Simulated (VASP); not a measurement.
Write the native input for VASP 6.6.1 that does the following.

```yaml
Task: electric field gradients
Functional: r2SCAN
Potentials_or_basis: VASP PAW PBE potentials, release 64 (Al)
Cutoff: 520 eV
k_mesh: 18 × 18 × 18
Occupations: gaussian, width 0.05 eV
Spin: no spin polarisation
Dipole_correction: no
Further_INCAR_settings: ALGO = Normal; EDIFF = 1e-08; NBANDS = 8
```

Crystal: Al.

```
Al
1.0
     0.00000    1.99564    1.99564
     1.99564    0.00000    1.99564
     1.99564    1.99564    0.00000
Al
1
Cartesian
  0.0000 0.0000 0.0000
```

These files were run (other wordings do the same):

POSCAR

```
Al
1.0
    0.0000000000      1.9956434947      1.9956434947
    1.9956434947      0.0000000000      1.9956434947
    1.9956434947      1.9956434947      0.0000000000
Al
1
Direct
    0.0000000000      0.0000000000      0.0000000000
```

INCAR.step1

```
PREC     = Accurate       # precision mode
ENCUT    = 520            # plane-wave cutoff, eV
ISMEAR   = 0              # smearing method
SIGMA    = 0.05           # smearing width, eV
LREAL    = False          # projectors in reciprocal space
LASPH    = True           # aspherical terms in the spheres
NELM     = 100            # most SCF steps
NBANDS   = 8              # bands
GGA      = PE             # functional
ALGO     = Normal         # electronic algorithm
EDIFF    = 1E-4           # SCF threshold, eV
LWAVE    = True           # write WAVECAR
LCHARG   = False          # write CHGCAR
```

INCAR.step2

```
PREC     = Accurate       # precision mode
ENCUT    = 520            # plane-wave cutoff, eV
EDIFF    = 1E-8           # SCF threshold, eV
ISMEAR   = 0              # smearing method
SIGMA    = 0.05           # smearing width, eV
LREAL    = False          # projectors in reciprocal space
LASPH    = True           # aspherical terms in the spheres
NELM     = 100            # most SCF steps
ALGO     = Normal         # electronic algorithm
ISIF     = 2              # what is computed and relaxed
LWAVE    = False          # write WAVECAR
LCHARG   = False          # write CHGCAR
METAGGA  = R2SCAN         # meta-GGA
LMIXTAU  = True         
LEFG     = True         
NBANDS   = 8              # bands
ISTART   = 1
```

KPOINTS

```
Automatic mesh
0
Gamma
  18 18 18
```

Potentials or basis: VASP PAW PBE potentials, release 64 (Al).

The run is started by

```console
$ cat potpaw_PBE.64/Al/POTCAR > POTCAR
$ cp INCAR.step1 INCAR
$ mpirun -np 1 vasp_std > vasp.out
$ cp INCAR.step2 INCAR
$ mpirun -np 1 vasp_std > vasp.out
```

It gave:

| Quantity | Value |
| --- | --- |
| Pressure | -0.3 GPa |

Caveat: without QUAD_EFG the Cq values of the log hold for a quadrupole moment of 1 mb, not for the nuclei; the PAW data sets were made with another functional, which shifts forces and pressure a little.

Run time: 92 s on 1 thread of Intel(R) Xeon(R) Platinum 8259CL CPU @ 2.50GHz (Skylake/Cascade Lake), on a shared host, peak memory 0.14 GiB.
